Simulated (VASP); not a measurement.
CdS, 4 atoms in the cell. Symmetry: P6_3mc, No. 186, hexagonal system. The conventional cell has a = 4.124 Å, b = 4.124 Å, c = 6.710 Å, α = 90.00°, β = 90.00°, γ = 120.00°. Within 3.3 Å of Cd (site symmetry 3m) lie 4 S at 2.52 to 2.53 Å. S (site symmetry 3m) has 4 Cd at 2.52 to 2.53 Å within 3.3 Å. 

| Property | Result |
| --- | --- |
| Program | VASP 6.6.1 |
| Task | single point |
| Functional | PBEsol |
| Potentials or basis | VASP PAW PBE potentials, release 64 (Cd, S) |
| Cutoff | 520 eV |
| k mesh | 10 × 10 × 6 |
| Occupations | fermi-dirac, width 0.08 eV |
| Spin | no spin polarisation |
| Dipole correction | no |
| Further INCAR settings | ALGO = Normal; EDIFF = 1e-06; NBANDS = 26 |

Potentials or basis: VASP PAW PBE potentials, release 64 (Cd, S).

The run is started by

```sh
$ cat potpaw_PBE.64/Cd/POTCAR potpaw_PBE.64/S/POTCAR > POTCAR
$ mpirun -np 1 vasp_std > vasp.out
```

Hardware: 1 thread of Intel Xeon 8259CL, with other jobs on the host.

Q: Estimate the wall time of this run.

A: It took 2.9 min on 1 thread of Intel Xeon 8259CL, with other jobs on the host, peak memory 0.29 GiB. Counts: scf iterations 14, k points 56.
